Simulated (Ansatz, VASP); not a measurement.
**InAs: VASP beside Ansatz**

Contents of INCAR:

```
SYSTEM = InAs
PREC = Accurate
ENCUT = 520
EDIFF = 1E-7
ISMEAR = -1
SIGMA = 0.02
LREAL = .False.
LASPH = .True.
NELM = 80
ALGO = Normal
ISIF = 2
LWAVE = .False.
LCHARG = .True.
GGA = PE
LELF = .True.
LVHAR = .True.
NBANDS = 16
```

Contents of KPOINTS:

```
regular mesh
0
Gamma
  8 8 8
  0 0 0
```

The input POSCAR:

```
InAs
1.0
    0.0000000000      3.1004093258      3.0046786790
    3.1004093258      0.0000000000      3.0046786790
    3.1004093258      3.1004093258      0.0000000000
In As
1 1
Direct
    0.0000000000      0.0000000000      0.0000000000
    0.2500000000      0.2500000000      0.2500000000
```

Input for Ansatz:

```yaml
crystal:
  lattice:
    - [0.0, 3.1004093258, 3.004678679]
    - [3.1004093258, 0.0, 3.004678679]
    - [3.1004093258, 3.1004093258, 0.0]
  atoms:
    - { symbol: In, position: [0.0, 0.0, 0.0] }
    - { symbol: As, position: [0.25, 0.25, 0.25] }
kpoints:
  mp_grid: { grid: [8, 8, 8] }
  band_path:
    path:
      - [0.0, 0.0, 0.0]
      - [-0.5, -0.5, 0.0]
      - [-0.375, -0.375, 0.25]
      - [-0.375, 0.0, 0.375]
      - [0.0, 0.0, 0.5]
      - [-0.5, -0.25, 0.25]
      - [-0.017415, 0.0, -0.017415]
    npoints: 1
hamiltonian:
  xc: pbe
scf:
  occupations: { method: fermi_dirac, width: 0.02 }
  n_extra_bands: 4
output:
  forces: true
  stress: true
  eigenvalues: true
```

Change from the starting cell: epitaxial_xy strain +1.5%.

Alike in both runs: task single point; functional PBE; k mesh 8 × 8 × 8; occupations fermi-dirac, width 0.02 eV; no spin polarisation.

|  | VASP | Ansatz |
| --- | --- | --- |
| version | VASP 6.6.1 | Ansatz 0.2.0 |
| potentials or method | VASP PAW PBE potentials, release 64 (In_d, As) | plane waves, PAW |
| plane-wave cutoff (eV) | 520 | 420 |
| valence electrons in the cell | 18 | 28 |

|  | VASP | Ansatz | Ansatz less VASP |
| --- | --- | --- | --- |
| pressure (GPa) | 1.3 | 1.2 | -0.05 |
| traceless stress, the component that is largest in VASP (GPa) | 0.62 | 0.63 | +0.002 |

VASP's potentials hold 18 valence electrons a cell and Ansatz's 28, so a difference there can come from the potentials and not from the codes.
